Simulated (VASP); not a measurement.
Here is a VASP 6.6.1 calculation.

File INCAR:

```
SYSTEM = Si
  ALGO = Normal
  EDIFF = 1E-7
  ENCUT = 520
  GGA = PE
  ISIF = 2
  ISMEAR = -1
  LASPH = .TRUE.
  LCHARG = .TRUE.
  LELF = .TRUE.
  LREAL = .FALSE.
  LVHAR = .TRUE.
  LWAVE = .FALSE.
  NBANDS = 11
  NELM = 60
  PREC = Accurate
  SIGMA = 0.08
```

Contents of KPOINTS:

```
k-points
0
G
  17 17 9
  0 0 0
```

Contents of POSCAR:

```
Si
1.0
    2.3834982737      0.0000000000      0.0000000000
   -1.1917491368      2.0641700549      0.0000000000
    0.0000000000      0.0000000000      3.9665294280
Si
2
Direct
    0.3333333333      0.6666666667      0.2500000000
    0.6666666667      0.3333333333      0.7500000000
```

Potentials or basis: VASP PAW PBE potentials, release 64 (Si).

Launch:

```bash
$ cat potpaw_PBE.64/Si/POTCAR > POTCAR
$ mpirun -np 1 vasp_std > vasp.out
```

(1) What does it give for the pressure?

(2) Predict the band gap on the k mesh.

Answers

(1) 81.8 GPa.

(2) zero (band 4 reaches 28.12 eV, above the bottom of band 5 at 12.58 eV).
